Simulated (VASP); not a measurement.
Wanted: the native input for a VASP 6.6.1 run.

| Item | Value |
| --- | --- |
| Task | single point |
| Functional | LDA |
| Potentials or basis | VASP PAW LDA potentials, release 64 (Hf_pv) |
| Cutoff | 520 eV |
| k mesh | 10 × 10 × 10 |
| Occupations | fermi-dirac, width 0.05 eV |
| Spin | no spin polarisation |
| Dipole correction | no |
| Further INCAR settings | ALGO = Fast; EDIFF = 1e-06; NBANDS = 11 |

The structure of Hf lies in POSCAR:

```
Hf
1.0
    0.0000000000      2.2200000000      2.2200000000
    2.2200000000      0.0000000000      2.2200000000
    2.2200000000      2.2200000000      0.0000000000
Hf
1
Direct
    0.0000000000      0.0000000000      0.0000000000
```

One way to write it, as run:

INCAR

```
ALGO     = Fast           # electronic algorithm
EDIFF    = 1E-6           # SCF threshold, eV
ENCUT    = 520            # plane-wave cutoff, eV
GGA      = CA             # functional
ISIF     = 2              # what is computed and relaxed
ISMEAR   = -1             # smearing method
LASPH    = T              # aspherical terms in the spheres
LCHARG   = T              # write CHGCAR
LELF     = T              # ELF
LREAL    = F              # projectors in reciprocal space
LVHAR    = T            
LWAVE    = F              # write WAVECAR
NBANDS   = 11             # bands
NELM     = 100            # most SCF steps
PREC     = Accurate       # precision mode
SIGMA    = 0.05           # smearing width, eV
```

KPOINTS

```
k-points
0
Gamma
  10 10 10
```

Potentials or basis: VASP PAW LDA potentials, release 64 (Hf_pv).

Launch:

```console
$ cat potpaw_LDA.64/Hf_pv/POTCAR > POTCAR
$ mpirun -np 1 vasp_std > vasp.out
```

It gave:

```
Pressure               : -5.7 GPa
Band gap on the k mesh : zero (band 5 reaches 6.11 eV, above the bottom of band 6 at 4.38 eV)
```

Caveat: spin-orbit coupling is left out, which moves the levels of the heavy elements.

Run time: 3.6 s on 1 thread of Intel(R) Xeon(R) 6975P-C (Granite Rapids), with other jobs on the host, peak memory 0.13 GiB.
